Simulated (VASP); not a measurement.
Write the native input for VASP 6.6.1 that does the following.

```
Task                   : single point
Functional             : PBE
Potentials or basis    : VASP PAW PBE potentials, release 64 (Cd, Hg, S)
Cutoff                 : 520 eV
k mesh                 : 4 × 4 × 4
Occupations            : gaussian, width 0.1 eV
Spin                   : no spin polarisation
Dipole correction      : no
Further INCAR settings : ALGO = Normal; EDIFF = 1e-06; NBANDS = 46
```

The structure of Cd3HgS4 lies in POSCAR:

```
Cd3HgS4
1.0
   -2.9715129551      2.9715129551      5.9434907821
    2.9715129551     -2.9715129551      5.9434907821
    2.9715129551      2.9715129551     -5.9434907821
Cd Hg S
3 1 4
Direct
    0.5000000000      0.5000000000      0.0000000000
    0.2500000000      0.7500000000      0.5000000000
    0.7500000000      0.2500000000      0.5000000000
    0.0000000000      0.0000000000      0.0000000000
    0.6217308555      0.6217308555      0.4956749140
    0.1260559415      0.1260559415      0.5043250860
    0.8739440585      0.3782691445      0.0000000000
    0.3782691445      0.8739440585      0.0000000000
```

The input as run:

INCAR

```
  PREC = Accurate
  ENCUT = 520
  EDIFF = 1E-6
  ISMEAR = 0
  SIGMA = 0.1
  LREAL = False
  LASPH = True
  NELM = 80
  ALGO = Normal
  ISIF = 2
  LWAVE = False
  LCHARG = False
  GGA = PE
  NBANDS = 46
```

KPOINTS

```
Automatic mesh
0
Gamma
  4 4 4
```

Potentials or basis: VASP PAW PBE potentials, release 64 (Cd, Hg, S).

Command:

```console
$ cat potpaw_PBE.64/Cd/POTCAR potpaw_PBE.64/Hg/POTCAR potpaw_PBE.64/S/POTCAR > POTCAR
$ mpirun -np 1 vasp_std > vasp.out
```

It gave:

* Pressure: 0.3 GPa
* Largest force: 0.015 eV/Å
* Band gap on the k mesh: 0.63 eV, direct

Caveat: spin-orbit coupling is left out, which moves the levels of the heavy elements.

Wall time 3.8 min on 1 thread of Intel Xeon 6975P-C, with other jobs on the host, peak memory 0.45 GiB.
